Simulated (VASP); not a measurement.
# WC (P3m1) in VASP: single point with PBE

Aim: the single point of WC with PBE.

Everything below comes from runs of VASP 6.6.1. Logs are shortened: lines on timing, memory, paths and dates and some standing lists are left out, and cuts for length are marked.

### Step 1. The cell of the first run

It takes space group P3m1 (No. 156, trigonal). The conventional cell has a = 2.922 Å, b = 2.922 Å, c = 10.541 Å, α = 90.00°, β = 90.00°, γ = 120.00°. W (site symmetry 3m) has 6 C at 2.21 Å and 7 W at 2.85 to 2.92 Å within 3.0 Å. W (site symmetry 3m) has 6 C at 2.21 Å and 8 W at 2.85 to 2.92 Å within 3.0 Å. Within 3.0 Å of W (site symmetry 3m) lie 3 C at 2.21 Å and 7 W at 2.85 to 2.92 Å. Within 3.0 Å of C (site symmetry 3m) lie 3 W at 2.21 Å and 7 C at 2.85 to 2.92 Å. Within 3.0 Å of C (site symmetry 3m) lie 6 W at 2.21 Å and 8 C at 2.85 to 2.92 Å. C (site symmetry 3m) has 6 W at 2.21 Å and 7 C at 2.85 to 2.92 Å within 3.0 Å.

### Step 2. Single point, PBE (the distance across one plane changed)

Input file INCAR:

```
  ALGO = Normal
  EDIFF = 1E-6
  ENCUT = 520
  GGA = PE
  ISIF = 2
  ISMEAR = 0
  LASPH = True
  LCHARG = False
  LREAL = False
  LWAVE = False
  NBANDS = 36
  NELM = 100
  PREC = Accurate
  SIGMA = 0.15
```

Input file KPOINTS:

```
k-points
0
Gamma
  23 23 7
```

Input file POSCAR:

```
WC
1.0
   -1.4608858258     -2.5303284743      0.0000000000
    1.4608858258     -2.5303284743      0.0000000000
    0.0000000000      0.0000000000     10.5412276451
W C
3 3
Direct
    0.0000000000      0.0000000000      0.2025536901
    0.0000000000      0.0000000000      0.4726432828
    0.0000000000      0.0000000000      0.7427328756
    0.3333333333      0.3333333333      0.0675088937
    0.3333333333      0.3333333333      0.3375984865
    0.3333333333      0.3333333333      0.6076880792
```

Potentials or basis: VASP PAW PBE potentials, release 64 (W_sv, C).

The run is started by

```
cat potpaw_PBE.64/W_sv/POTCAR potpaw_PBE.64/C/POTCAR > POTCAR
mpirun -np 1 vasp_std > vasp.out
```

OUTCAR:

```text
EDIFF = 1E-6
   ENCUT = 520
   GGA = PE
   ISIF = 2
   ISMEAR = 0
   LASPH = True
   LREAL = False
   NELM = 100
   PREC = Accurate

 ion  position               nearest neighbor table
   1  0.000  0.000  0.203-   4 2.21   5 2.21   4 2.21   4 2.21   5 2.21   5 2.21   2 2.85
   2  0.000  0.000  0.473-   5 2.21   5 2.21   5 2.21   6 2.21   6 2.21   6 2.21   1 2.85   3 2.85

   3  0.000  0.000  0.743-   6 2.21   6 2.21   6 2.21   2 2.85
   4  0.333  0.333  0.068-   1 2.21   1 2.21   1 2.21
   5  0.333  0.333  0.338-   2 2.21   2 2.21   2 2.21   1 2.21   1 2.21   1 2.21
   6  0.333  0.333  0.608-   3 2.21   2 2.21   3 2.21   3 2.21   2 2.21   2 2.21

  LATTYP: Found a hexagonal cell.
 ALAT       =     2.9217716516
 C/A-ratio  =     3.6078204946

  Lattice vectors:

 A1 = (  -1.4608858258,   2.5303284743,   0.0000000000)
 A2 = (  -1.4608858258,  -2.5303284743,   0.0000000000)
 A3 = (   0.0000000000,   0.0000000000,  10.5412276451)

Analysis of symmetry for initial positions (statically):
=====================================================================
 Subroutine PRICEL returns:
 Original cell was already a primitive cell.

 Routine SETGRP: Setting up the symmetry group for a
 hexagonal supercell.

 Subroutine GETGRP returns: Found  6 space group operations
 (whereof  6 operations were pure point group operations)
 out of a pool of 24 trial point group operations.

The static configuration has the point symmetry C_3v.

Analysis of symmetry for dynamics (positions and initial velocities):
=====================================================================
 Subroutine PRICEL returns:
 Original cell was already a primitive cell.

 Routine SETGRP: Setting up the symmetry group for a
 hexagonal supercell.

 Subroutine GETGRP returns: Found  6 space group operations
 (whereof  6 operations were pure point group operations)
 out of a pool of 24 trial point group operations.

The dynamic configuration has the point symmetry C_3v.

 Subroutine INISYM returns: Found  6 space group operations
 (whereof  6 operations are pure point group operations),
 and found     1 'primitive' translations

----------------------------------------------------------------------------------------

                                     Primitive cell

  volume of cell :      77.9317

  direct lattice vectors                    reciprocal lattice vectors
[... 97 lines left out ...]
   EDIFFG = 0.1E-04   stopping-criterion for IOM
   NSW    =      0    number of steps for IOM
   IBRION =     -1    ionic relax: 0-MD 1-quasi-New 2-CG
   NFREE  =      0    steps in history (QN), initial steepest desc. (CG)
   ISIF   =      2    stress and relaxation
   ISYM   =      2    0-nonsym 1-usesym 2-fastsym
   POTIM  = 0.5000    time-step for ionic-motion
   TEBEG  =    0.0;   TEEND  =   0.0 temperature during run
   PSTRESS=    0.0 pullay stress
   NELECT =      54.0000    total number of electrons
   NUPDOWN=      -1.0000    fix difference up-down
   EMIN   =  10.00;   EMAX   =-10.00  energy-range for DOS
   EFERMI =   0.00;   METHOD = LEGACY
   ISMEAR =     0;   SIGMA  =   0.15  broadening in eV -4-tet -1-fermi 0-gaus
   EFERMI_NEDOS =   21; number of points for ismear=-14 and -15
   IALGO  =     38    algorithm
   IMIX   =      4    mixing-type and parameters
     AMIX     =   0.40;   BMIX     =  1.00
     AMIX_MAG =   1.60;   BMIX_MAG =  1.00
  volume/ion in A,a.u.               =      12.99        87.65
  Fermi-wavevector in a.u.,A,eV,Ry     =   1.448665  2.737580 28.553598  2.098630
  Thomas-Fermi vector in A             =   2.566480
   LORBIT       =      0    0 simple, 1 ext, 2 COOP (PROOUT), +10 PAW based schemes
   GGA     = PE    functional components
   LHFCALC =     F    Hartree Fock is set to
   AEXX    =    0.0000 exact exchange contribution
   IVDW    =     0    specifies the selected vdW correction
   LEPSILON=     F    determine dielectric tensor
   LRPA    =     F    only Hartree local field effects (RPA)
 non-spin polarized calculation
 Gauss-broadening in eV      SIGMA  =   0.15
  energy-cutoff  :      520.00
  volume of cell :       77.93
 maximum number of plane-waves:      2163
 NGX is ok and might be reduce to    24
   NGX = 11   NGY = 11   NGZ = 39

 number of electron      54.0000005 magnetization

 Free energy of the ion-electron system (eV)
  ---------------------------------------------------
  ext. energy  EPLUGINS =         0.00000000
  ---------------------------------------------------
  free energy    TOTEN  =       -62.37076087 eV

  energy without entropy =      -62.34019811  energy(sigma->0) =      -62.35547949

 E-fermi :   7.8856     XC(G=0): -12.2502

 val. band max:        7.8843858625   @ k =   0.3043  -0.4783   0.4286
 cond. band min:       7.8887527684   @ k =   0.4783   0.2174   0.2857
 fundamental gap:      0.0043669058
 Fermi energy:         7.8856211000

 k-point     1 :       0.0000    0.0000    0.0000
  band No.  band energies     occupation
      1     -66.3144      2.00000
      2     -66.2243      2.00000
      3     -65.8496      2.00000
      4     -30.8599      2.00000
      5     -30.5188      2.00000
      6     -30.1091      2.00000
[... 925 lines left out ...]
     35      12.6884      0.00000
     36      13.0409      0.00000

 [... further k-points ...]

------------------------ aborting loop because EDIFF is reached ----------------------------------------

  FORCE on cell =-STRESS in cart. coord.  units (eV):
  Direction    XX          YY          ZZ          XY          YZ          ZX
  --------------------------------------------------------------------------------------
  -------------------------------------------------------------------------------------
  Total       -2.4506436     -2.4506436     -8.6491856      0.0000000      0.0000000      0.0000000
  in kB      -50.3821122    -50.3821122   -177.8162435      0.0000000      0.0000000      0.0000000
  external PRESSURE =     -92.8601560 kB  Pullay stress =       0.0000000 kB

 VOLUME and BASIS-vectors are now :
 -----------------------------------------------------------------------------
  energy-cutoff  :      520.00
  volume of cell :       77.93
      direct lattice vectors                 reciprocal lattice vectors
    -1.460885826 -2.530328474  0.000000000    -0.342258095 -0.197602803  0.000000000
     1.460885826 -2.530328474  0.000000000     0.342258095 -0.197602803  0.000000000
     0.000000000  0.000000000 10.541227645     0.000000000  0.000000000  0.094865611

 POSITION                                       TOTAL-FORCE (eV/Angst)
 -----------------------------------------------------------------------------------
      0.00000      0.00000      2.13516         0.000000      0.000000     -5.264241
      0.00000      0.00000      4.98224         0.000000     -0.000000     -0.107605
      0.00000      0.00000      7.82932        -0.000000     -0.000000     -0.283954
      0.00000     -1.68689      0.71163         0.000000      0.000000      3.770004
      0.00000     -1.68689      3.55870         0.000000      0.000000      0.952389
      0.00000     -1.68689      6.40578        -0.000000     -0.000000      0.933407
 -----------------------------------------------------------------------------------
    total drift:                                0.000000     -0.000000     -0.000548

  FREE ENERGIE OF THE ION-ELECTRON SYSTEM (eV)
  ---------------------------------------------------
  free  energy   TOTEN  =       -62.3707608688 eV

  energy  without entropy=      -62.3401981079  energy(sigma->0) =      -62.35547949
```

OSZICAR:

```text
N       E                     dE             d eps       ncg     rms          rms(c)
DAV:   1     0.626444457993E+03    0.62644E+03   -0.31306E+04 25992   0.166E+03
DAV:   2    -0.306647383156E+02   -0.65711E+03   -0.63996E+03 27632   0.510E+02
DAV:   3    -0.705820957495E+02   -0.39917E+02   -0.38790E+02 30688   0.120E+02
DAV:   4    -0.718033291463E+02   -0.12212E+01   -0.12111E+01 32624   0.200E+01
DAV:   5    -0.718279637096E+02   -0.24635E-01   -0.24594E-01 32192   0.295E+00    0.488E+01
DAV:   6    -0.708439203895E+02    0.98404E+00   -0.15827E+02 35504   0.438E+01    0.201E+01
DAV:   7    -0.673206312308E+02    0.35233E+01   -0.15028E+02 37024   0.378E+01    0.139E+01
DAV:   8    -0.627177649013E+02    0.46029E+01   -0.28736E+01 34612   0.168E+01    0.832E+00
DAV:   9    -0.624559539770E+02    0.26181E+00   -0.22546E+00 31808   0.838E+00    0.345E+00
DAV:  10    -0.623812272852E+02    0.74727E-01   -0.50972E-01 32204   0.448E+00    0.110E+00
DAV:  11    -0.623726919680E+02    0.85353E-02   -0.72931E-02 31876   0.158E+00    0.692E-01
DAV:  12    -0.623707145972E+02    0.19774E-02   -0.16779E-02 31696   0.100E+00    0.367E-01
DAV:  13    -0.623708670890E+02   -0.15249E-03   -0.31021E-03 31112   0.328E-01    0.842E-02
DAV:  14    -0.623707714001E+02    0.95689E-04   -0.53275E-04 32436   0.164E-01    0.366E-02
DAV:  15    -0.623707583812E+02    0.13019E-04   -0.11297E-04 32100   0.703E-02    0.193E-02
DAV:  16    -0.623707626292E+02   -0.42480E-05   -0.30505E-05 31368   0.319E-02    0.101E-02
DAV:  17    -0.623707608047E+02    0.18245E-05   -0.86379E-06 29968   0.204E-02    0.370E-03
DAV:  18    -0.623707608688E+02   -0.64059E-07   -0.77559E-07 17308   0.584E-03
   1 F= -.62370761E+02 E0= -.62355479E+02  d E =-.305628E-01
```

stdout:

```text
POSCAR found type information on POSCAR W C
 POSCAR found :  2 types and       6 ions
 scaLAPACK will be used
 LDA part: xc-table for (Slater+PW92), standard interpolation
 POSCAR, INCAR and KPOINTS ok, starting setup
 FFT: planning ... GRIDC
 FFT: planning ... GRID_SOFT
 FFT: planning ... GRID
 WAVECAR not read
 entering main loop
```

Run time: 29 min. Hardware: 1 thread of AMD EPYC 7R13, shared host; peak memory 0.76 GiB.

What came out:

```yaml
Free_energy: -62.3708 eV
Pressure: -9.3 GPa
Largest_force: 5.264 eV/Å
Band_gap_on_the_k_mesh: zero (bands 27 and 28 overlap by 0.49 eV)
```

Forces in eV/Å, atoms in the order of the input:
```
W    0.000  0.000 -5.264
W    0.000  0.000 -0.108
W    0.000  0.000 -0.284
C    0.000  0.000  3.770
C    0.000  0.000  0.952
C    0.000  0.000  0.933
```

Levels at points of the mesh, in eV from the Fermi level:
| k point | band 25 | band 26 | band 27 | band 28 | band 29 | band 30 |
| --- | --- | --- | --- | --- | --- | --- |
| (0.00, 0.00, 0.00) | -1.03 | -0.22 | -0.22 | 0.49 | 0.97 | 0.97 |

Caveat: the cell differs from its parent crystal (the distance across one plane changed); the stress differs along the axes, from -18 to -5 GPa; spin-orbit coupling is left out, which moves the levels of the heavy elements; forces of over 1 eV/Å act on the atoms, so gaps and moduli don't describe the material at rest.
